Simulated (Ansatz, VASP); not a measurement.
# One calculation of Mg2Ga2O3, two programs

INCAR

```
  PREC = Accurate
  ENCUT = 600
  EDIFF = 1E-6
  ISMEAR = 0
  SIGMA = 0.1
  LREAL = F
  LASPH = T
  NELM = 100
  ALGO = Normal
  ISIF = 3
  LWAVE = F
  LCHARG = F
  GGA = PE
  IBRION = 2
  NSW = 100
  EDIFFG = -0.01
```

KPOINTS

```
Automatic mesh
0
Gamma
  12 12 4
```

Contents of POSCAR:

```
Mg2Ga2O3
1.0
    3.1305589859      0.0000000000      0.0000000000
   -1.5652794929      2.7111436098      0.0000000000
    0.0000000000      0.0000000000     10.1888072543
Mg Ga O
2 2 3
Direct
    0.6666666667      0.3333333333      0.8802080916
    0.3333333333      0.6666666667      0.1197919084
    0.3333333333      0.6666666667      0.5968496844
    0.6666666667      0.3333333333      0.4031503156
    0.3333333333      0.6666666667      0.7748457899
    0.6666666667      0.3333333333      0.2251542101
    0.0000000000      0.0000000000      0.0000000000
```

Input for Ansatz:

```yaml
crystal:
  lattice:
    - [3.1305589859, 0.0, 0.0]
    - [-1.5652794929, 2.7111436098, 0.0]
    - [0.0, 0.0, 10.1888072543]
  atoms:
    - { symbol: Mg, position: [0.6666666667, 0.3333333333, 0.8802080916] }
    - { symbol: Mg, position: [0.3333333333, 0.6666666667, 0.1197919084] }
    - { symbol: Ga, position: [0.3333333333, 0.6666666667, 0.5968496844] }
    - { symbol: Ga, position: [0.6666666667, 0.3333333333, 0.4031503156] }
    - { symbol: O, position: [0.3333333333, 0.6666666667, 0.7748457899] }
    - { symbol: O, position: [0.6666666667, 0.3333333333, 0.2251542101] }
    - { symbol: O, position: [0.0, 0.0, 0.0] }
basis:
  ecutwfc: 420
kpoints:
  mp_grid: { grid: [12, 12, 4] }
hamiltonian:
  xc: pbe
scf:
  occupations: { method: gaussian, width: 0.1 }
output:
  forces: true
  stress: true
  eigenvalues: true
relax:
  adjacent_minimum: "off"
  f_tol: 0.01
  max_steps: 80
  cell: { stress_tol: 0.05 }
```

Change from the starting cell: species swapped into the Mg2H2O3 type (P-3m1, No. 164).

Alike in both runs: task relaxation of cell and atoms; functional PBE; k mesh 12 × 12 × 4; occupations gaussian, width 0.1 eV; no spin polarisation.

|  | VASP | Ansatz |
| --- | --- | --- |
| version | VASP 6.6.1 | Ansatz 0.2.0 |
| potentials or method | VASP PAW PBE potentials, release 64 (Mg, Ga_d, O), cutoff 600 eV | scalar-relativistic, plane waves, PAW |
| valence electrons in the cell | 48 | 64 |

Ansatz gave:

* gap on the k mesh at the Fermi level, each at its own relaxed structure (eV): none
* relaxed volume (Å³/atom): 12.38
* relaxed length of the cell vector where the two differ most in proportion (Å): 3.150

Task: Which values does VASP return?

Result: gap on the k mesh at the Fermi level, each at its own relaxed structure (eV): none; relaxed volume (Å³/atom): 12.31; relaxed length of the cell vector where the two differ most in proportion (Å): 3.142.

A gap of «none» marks a metal or a gap that the smearing closes. VASP's potentials hold 48 valence electrons a cell and Ansatz's 64, so a difference there can come from the potentials and not from the codes.
